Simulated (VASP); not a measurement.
# KCl (I4/mmm) in VASP: further runs, part 2 of 2

VASP 6.6.1.

## (4) Single point, r2SCAN (strain +0.0450 x Voigt [1, 1, 0, 0, 0, 0])

The input, POSCAR:

```
KCl
1.0
    0.0000000000      3.2981245000      3.1561000000
    3.2981245000      0.0000000000      3.1561000000
    3.2981245000      3.2981245000      0.0000000000
K Cl
1 1
Direct
    0.0000000000      0.0000000000      0.0000000000
    0.5000000000      0.5000000000      0.5000000000
```

The input, INCAR.step1:

```
ALGO = Normal ; EDIFF = 1E-4
ENCUT = 520 ; GGA = PE
ISMEAR = 0 ; LASPH = True
LCHARG = False ; LREAL = False
LWAVE = True ; NBANDS = 15
NELM = 60 ; PREC = Accurate
SIGMA = 0.05
```

The input, INCAR.step2:

```
ALGO = Normal ; EDIFF = 1E-6
ENCUT = 520 ; ISIF = 2
ISMEAR = 0 ; ISTART = 1
LASPH = True ; LCHARG = True
LELF = True ; LMIXTAU = True
LREAL = False ; LVHAR = True
LWAVE = False ; METAGGA = R2SCAN
NBANDS = 15 ; NELM = 60
PREC = Accurate ; SIGMA = 0.05
```

The input, KPOINTS:

```
k-points
0
Gamma
  6 6 6
```

Potentials or basis: VASP PAW PBE potentials, release 64 (K_sv, Cl).

Run with:

```sh
> cat potpaw_PBE.64/K_sv/POTCAR potpaw_PBE.64/Cl/POTCAR > POTCAR
> cp INCAR.step1 INCAR
> mpirun -np 1 vasp_std > vasp.out
> cp INCAR.step2 INCAR
> mpirun -np 1 vasp_std > vasp.out
```

OUTCAR:

```text
EDIFF = 1E-6
   ENCUT = 520
   ISIF = 2
   ISMEAR = 0
   ISTART = 1
   LASPH = True
   LREAL = False
   METAGGA = R2SCAN
   NELM = 60
   PREC = Accurate

 ion  position               nearest neighbor table
   1  0.000  0.000  0.000-   2 3.16   2 3.16
   2  0.500  0.500  0.500-   1 3.16   1 3.16

  LATTYP: Found a body centered tetragonal cell.
 ALAT       =     4.6642523983
 C/A-ratio  =     1.3533144138

  Lattice vectors:

 A1 = (   0.0000000000,  -3.2981245000,  -3.1561000000)
[... 609 lines left out ...]
      9       4.9063      0.00000
     10       6.0269      0.00000
     11       7.4937      0.00000
     12       8.4372      0.00000
     13       8.5008      0.00000
     14       9.1780      0.00000
     15       9.5575      0.00000

 [... further k-points ...]
[... 5 lines left out ...]
  --------------------------------------------------------------------------------------
  -------------------------------------------------------------------------------------
  Total       -0.7685839     -0.7685839     -0.2835472      0.0000000      0.0000000     -0.0000000
  in kB      -17.9344060    -17.9344060     -6.6163903      0.0000000      0.0000000     -0.0000000
  external PRESSURE =     -14.1617341 kB  Pullay stress =       0.0000000 kB

 VOLUME and BASIS-vectors are now :
 -----------------------------------------------------------------------------
  energy-cutoff  :      520.00
  volume of cell :       68.66
      direct lattice vectors                 reciprocal lattice vectors
     0.000000000  3.298124500  3.156100000    -0.151601312  0.151601312  0.158423371
     3.298124500  0.000000000  3.156100000     0.151601312 -0.151601312  0.158423371
     3.298124500  3.298124500  0.000000000     0.151601312  0.151601312 -0.158423371

 POSITION                                       TOTAL-FORCE (eV/Angst)
 -----------------------------------------------------------------------------------
      0.00000      0.00000      0.00000        -0.000000     -0.000000      0.000000
      3.29812      3.29812      3.15610         0.000000      0.000000      0.000000
 -----------------------------------------------------------------------------------
    total drift:                                0.000000      0.000000      0.000000

  FREE ENERGIE OF THE ION-ELECTRON SYSTEM (eV)
  ---------------------------------------------------
  free  energy   TOTEN  =       -16.4687450514 eV

  energy  without entropy=      -16.4687450514  energy(sigma->0) =      -16.46874505
```

OSZICAR.step1:

```text
N       E                     dE             d eps       ncg     rms          rms(c)
DAV:   1     0.102078061282E+03    0.10208E+03   -0.70562E+03   900   0.951E+02
DAV:   2    -0.129678572630E+00   -0.10221E+03   -0.94900E+02  1196   0.233E+02
DAV:   3    -0.685744904446E+01   -0.67278E+01   -0.66893E+01  1243   0.528E+01
DAV:   4    -0.711872648265E+01   -0.26128E+00   -0.26123E+00  1381   0.947E+00
DAV:   5    -0.712084634505E+01   -0.21199E-02   -0.21198E-02  1271   0.963E-01    0.301E+00
DAV:   6    -0.680011902882E+01    0.32073E+00   -0.46402E-01  1124   0.326E+00    0.242E+00
DAV:   7    -0.678146227001E+01    0.18657E-01   -0.10870E-01  1243   0.180E+00    0.144E+00
DAV:   8    -0.679458865951E+01   -0.13126E-01   -0.18649E-02  1140   0.980E-01    0.186E-01
DAV:   9    -0.679550618161E+01   -0.91752E-03   -0.12658E-03  1223   0.221E-01    0.105E-01
DAV:  10    -0.679616576835E+01   -0.65959E-03   -0.68918E-04   977   0.167E-01    0.223E-02
DAV:  11    -0.679616988061E+01   -0.41123E-05   -0.23888E-05   961   0.294E-02
   1 F= -.67961699E+01 E0= -.67961699E+01  d E =-.354327E-19
```

Wall time 2.2 min (1 thread of AMD EPYC 7R13 (Zen 3), shared host); peak memory 0.2 GiB.

Results:

| Item | Value |
| --- | --- |
| Free energy | -16.4687 eV |
| Pressure | -1.4 GPa |
| Band gap on the k mesh | 5.49 eV, direct |

Caveat: the cell differs from its parent crystal (strain +0.0450 x Voigt [1, 1, 0, 0, 0, 0]); the PAW data sets were made with another functional, which shifts forces and pressure a little.

## (5) Single point, r2SCAN (strain +0.0525 x Voigt [1, 1, 0, 0, 0, 0])

The input, POSCAR:

```
KCl
1.0
    0.0000000000      3.3217952500      3.1561000000
    3.3217952500      0.0000000000      3.1561000000
    3.3217952500      3.3217952500      0.0000000000
K Cl
1 1
Direct
    0.0000000000      0.0000000000      0.0000000000
    0.5000000000      0.5000000000      0.5000000000
```

The input, INCAR.step1:

```
SYSTEM = KCl
ALGO = Normal
EDIFF = 1E-4
ENCUT = 520
GGA = PE
ISMEAR = 0
LASPH = .True.
LCHARG = .False.
LREAL = .False.
LWAVE = .True.
NBANDS = 15
NELM = 100
PREC = Accurate
SIGMA = 0.05
```

The input, INCAR.step2:

```
SYSTEM = KCl
ALGO = Normal
EDIFF = 1E-6
ENCUT = 520
ISIF = 2
ISMEAR = 0
ISTART = 1
LASPH = .True.
LCHARG = .False.
LMIXTAU = .True.
LREAL = .False.
LWAVE = .False.
METAGGA = R2SCAN
NBANDS = 15
NELM = 100
PREC = Accurate
SIGMA = 0.05
```

The input, KPOINTS:

```
k-points
0
Gamma
  6 6 6
  0 0 0
```

Potentials or basis: VASP PAW PBE potentials, release 64 (K_sv, Cl).

Run with:

```sh
> cat potpaw_PBE.64/K_sv/POTCAR potpaw_PBE.64/Cl/POTCAR > POTCAR
> cp INCAR.step1 INCAR
> mpirun -np 1 vasp_std > vasp.out
> cp INCAR.step2 INCAR
> mpirun -np 1 vasp_std > vasp.out
```

OUTCAR:

```text
SYSTEM = KCl
   EDIFF = 1E-6
   ENCUT = 520
   ISIF = 2
   ISMEAR = 0
   ISTART = 1
   LASPH = .True.
   LREAL = .False.
   METAGGA = R2SCAN
   NELM = 100
   PREC = Accurate

 ion  position               nearest neighbor table
   1  0.000  0.000  0.000-   2 3.16   2 3.16
   2  0.500  0.500  0.500-   1 3.16   1 3.16

  LATTYP: Found a body centered tetragonal cell.
 ALAT       =     4.6977278940
 C/A-ratio  =     1.3436708431

  Lattice vectors:

 A1 = (   0.0000000000,  -3.3217952500,  -3.1561000000)
[... 610 lines left out ...]
     10       5.9093      0.00000
     11       7.3687      0.00000
     12       8.3224      0.00000
     13       8.4236      0.00000
     14       9.0743      0.00000
     15       9.4376      0.00000

 [... further k-points ...]
[... 5 lines left out ...]
  --------------------------------------------------------------------------------------
  -------------------------------------------------------------------------------------
  Total       -0.8512142     -0.8512142     -0.3181930      0.0000000     -0.0000000      0.0000000
  in kB      -19.5804635    -19.5804635     -7.3193869      0.0000000     -0.0000000      0.0000000
  external PRESSURE =     -15.4934380 kB  Pullay stress =       0.0000000 kB

 VOLUME and BASIS-vectors are now :
 -----------------------------------------------------------------------------
  energy-cutoff  :      520.00
  volume of cell :       69.65
      direct lattice vectors                 reciprocal lattice vectors
     0.000000000  3.321795250  3.156100000    -0.150521017  0.150521017  0.158423371
     3.321795250  0.000000000  3.156100000     0.150521017 -0.150521017  0.158423371
     3.321795250  3.321795250  0.000000000     0.150521017  0.150521017 -0.158423371

 POSITION                                       TOTAL-FORCE (eV/Angst)
 -----------------------------------------------------------------------------------
      0.00000      0.00000      0.00000         0.000000     -0.000000      0.000000
      3.32180      3.32180      3.15610        -0.000000      0.000000      0.000000
 -----------------------------------------------------------------------------------
    total drift:                                0.000000      0.000000      0.000000

  FREE ENERGIE OF THE ION-ELECTRON SYSTEM (eV)
  ---------------------------------------------------
  free  energy   TOTEN  =       -16.4574955407 eV

  energy  without entropy=      -16.4574955407  energy(sigma->0) =      -16.45749554
```

OUTCAR.step1:

```text
SYSTEM = KCl
   EDIFF = 1E-4
   ENCUT = 520
   GGA = PE
   ISMEAR = 0
   LASPH = .True.
   LREAL = .False.
[... 654 lines left out ...]
      0.00000      0.00000      0.00000         0.000000      0.000000     -0.000000
      3.32180      3.32180      3.15610         0.000000      0.000000      0.000000
 -----------------------------------------------------------------------------------
    total drift:                                0.000000      0.000000      0.000000

  FREE ENERGIE OF THE ION-ELECTRON SYSTEM (eV)
  ---------------------------------------------------
  free  energy   TOTEN  =        -6.7893250945 eV

  energy  without entropy=       -6.7893250945  energy(sigma->0) =       -6.78932509
```

OSZICAR.step1:

```text
N       E                     dE             d eps       ncg     rms          rms(c)
DAV:   1     0.999375394583E+02    0.99938E+02   -0.70707E+03   900   0.942E+02
DAV:   2    -0.383918251136E+00   -0.10032E+03   -0.93507E+02  1189   0.230E+02
DAV:   3    -0.684081986203E+01   -0.64569E+01   -0.64180E+01  1222   0.522E+01
DAV:   4    -0.711809688048E+01   -0.27728E+00   -0.27719E+00  1440   0.931E+00
DAV:   5    -0.712012896282E+01   -0.20321E-02   -0.20321E-02  1243   0.898E-01    0.298E+00
DAV:   6    -0.679389877843E+01    0.32623E+00   -0.47530E-01  1145   0.327E+00    0.239E+00
DAV:   7    -0.677442497245E+01    0.19474E-01   -0.10887E-01  1236   0.179E+00    0.142E+00
DAV:   8    -0.678766850944E+01   -0.13244E-01   -0.18997E-02  1134   0.982E-01    0.183E-01
DAV:   9    -0.678866482167E+01   -0.99631E-03   -0.12756E-03  1215   0.224E-01    0.106E-01
DAV:  10    -0.678932023362E+01   -0.65541E-03   -0.66493E-04   949   0.165E-01    0.214E-02
DAV:  11    -0.678932509451E+01   -0.48609E-05   -0.22250E-05   975   0.286E-02
   1 F= -.67893251E+01 E0= -.67893251E+01  d E =-.465153E-14
```

Wall time 2.9 min (1 thread of AMD EPYC 7R13 (Zen 3), shared host); peak memory 0.19 GiB.

What came out:

| Quantity | Value |
| --- | --- |
| Free energy | -16.4575 eV |
| Pressure | -1.5 GPa |
| Band gap on the k mesh | 5.44 eV, direct |

Levels at points of the mesh, in eV from the valence-band top:
| k point | band 4 | band 5 | band 6 | band 7 | band 8 | band 9 | band 10 | band 11 | band 12 | band 13 |
| --- | --- | --- | --- | --- | --- | --- | --- | --- | --- | --- |
| (0.00, 0.00, 0.00) | -11.26 | -11.24 | -0.02 | -0.02 | 0.00 | 5.44 | 8.86 | 8.86 | 9.16 | 9.81 |
| (0.50, 0.00, 0.00) | -11.25 | -11.07 | -0.88 | -0.26 | -0.26 | 7.79 | 8.77 | 10.91 | 11.00 | 11.56 |
| (0.50, 0.50, 0.00) | -11.30 | -11.30 | -0.56 | -0.25 | -0.25 | 7.03 | 8.76 | 10.23 | 10.95 | 11.13 |
| (0.50, 0.00, 0.50) | -11.28 | -11.28 | -0.62 | -0.20 | -0.19 | 7.13 | 8.67 | 9.91 | 10.86 | 11.10 |

Caveat: the cell differs from its parent crystal (strain +0.0525 x Voigt [1, 1, 0, 0, 0, 0]); the PAW data sets were made with another functional, which shifts forces and pressure a little.

## (6) Single point, r2SCAN (strain +0.0600 x Voigt [1, 1, 0, 0, 0, 0])

The input, POSCAR:

```
KCl
1.0
    0.0000000000      3.3454660000      3.1561000000
    3.3454660000      0.0000000000      3.1561000000
    3.3454660000      3.3454660000      0.0000000000
K Cl
1 1
Direct
    0.0000000000      0.0000000000      0.0000000000
    0.5000000000      0.5000000000      0.5000000000
```

The input, INCAR.step1:

```
ALGO     = Normal         # electronic algorithm
EDIFF    = 1E-4           # SCF threshold, eV
ENCUT    = 520            # plane-wave cutoff, eV
GGA      = PE             # functional
ISMEAR   = 0              # smearing method
LASPH    = True           # aspherical terms in the spheres
LCHARG   = False          # write CHGCAR
LREAL    = False          # projectors in reciprocal space
LWAVE    = True           # write WAVECAR
NBANDS   = 15             # bands
NELM     = 60             # most SCF steps
PREC     = Accurate       # precision mode
SIGMA    = 0.05           # smearing width, eV
```

The input, INCAR.step2:

```
ALGO     = Normal         # electronic algorithm
EDIFF    = 1E-6           # SCF threshold, eV
ENCUT    = 520            # plane-wave cutoff, eV
ISIF     = 2              # what is computed and relaxed
ISMEAR   = 0              # smearing method
ISTART   = 1            
LASPH    = True           # aspherical terms in the spheres
LCHARG   = False          # write CHGCAR
LMIXTAU  = True         
LREAL    = False          # projectors in reciprocal space
LWAVE    = False          # write WAVECAR
METAGGA  = R2SCAN         # meta-GGA
NBANDS   = 15             # bands
NELM     = 60             # most SCF steps
PREC     = Accurate       # precision mode
SIGMA    = 0.05           # smearing width, eV
```

The input, KPOINTS:

```
k-points
0
Gamma
  6 6 6
```

Potentials or basis: VASP PAW PBE potentials, release 64 (K_sv, Cl).

Run with:

```sh
> cat potpaw_PBE.64/K_sv/POTCAR potpaw_PBE.64/Cl/POTCAR > POTCAR
> cp INCAR.step1 INCAR
> mpirun -np 1 vasp_std > vasp.out
> cp INCAR.step2 INCAR
> mpirun -np 1 vasp_std > vasp.out
```

It took 2.3 min on 1 thread of AMD EPYC 7R13 (Zen 3), shared host; peak memory 0.2 GiB.

Results (log left out):

| Property | Result |
| --- | --- |
| Free energy | -16.4452 eV |
| Pressure | -1.7 GPa |
| Band gap on the k mesh | 5.40 eV, direct |

Stress tensor (GPa, compression positive):
```
-2.10  0.00  0.00
 0.00 -2.10  0.00
 0.00  0.00 -0.80
```

Levels at points of the mesh, in eV from the valence-band top:
```tsv
k point	band 5	band 6	band 7	band 8	band 9	band 10	band 11	band 12
(0.00, 0.00, 0.00)	-11.28	-0.02	-0.02	0.00	5.40	8.84	8.84	9.17
(0.50, 0.00, 0.00)	-11.10	-0.86	-0.25	-0.25	7.75	8.71	10.85	10.96
(0.50, 0.50, 0.00)	-11.33	-0.55	-0.25	-0.25	7.03	8.72	10.18	10.93
(0.50, 0.00, 0.50)	-11.31	-0.61	-0.20	-0.18	7.14	8.61	9.81	10.83
```

Caveat: the cell differs from its parent crystal (strain +0.0600 x Voigt [1, 1, 0, 0, 0, 0]); the PAW data sets were made with another functional, which shifts forces and pressure a little.

## (7) The runs side by side

```csv
cell,gap on the mesh (eV),pressure (GPa)
"a = 4.332, b = 4.332, c = 4.196 Å, angles 61.0, 61.0, 57.9°, 2 atoms",6.20,3.2
"a = 4.531, b = 4.531, c = 4.597 Å, angles 59.5, 59.5, 61.0°, 2 atoms",5.59,-1.1
"a = 4.565, b = 4.565, c = 4.664 Å, angles 59.3, 59.3, 61.4°, 2 atoms",5.49,-1.4
"a = 4.582, b = 4.582, c = 4.698 Å, angles 59.2, 59.2, 61.7°, 2 atoms",5.44,-1.5
"a = 4.599, b = 4.599, c = 4.731 Å, angles 59.0, 59.0, 61.9°, 2 atoms",5.40,-1.7
```

Alike in all rows: task single point; level r2SCAN; potentials or basis VASP PAW PBE potentials, release 64 (K_sv, Cl); no spin polarisation; k mesh 6 × 6 × 6; cutoff (eV) 520; smearing gaussian 0.05 eV.

Caveats: the PAW data sets were made with another functional, which shifts forces and pressure a little.

Absolute energies hang on the potentials; compare differences alone.
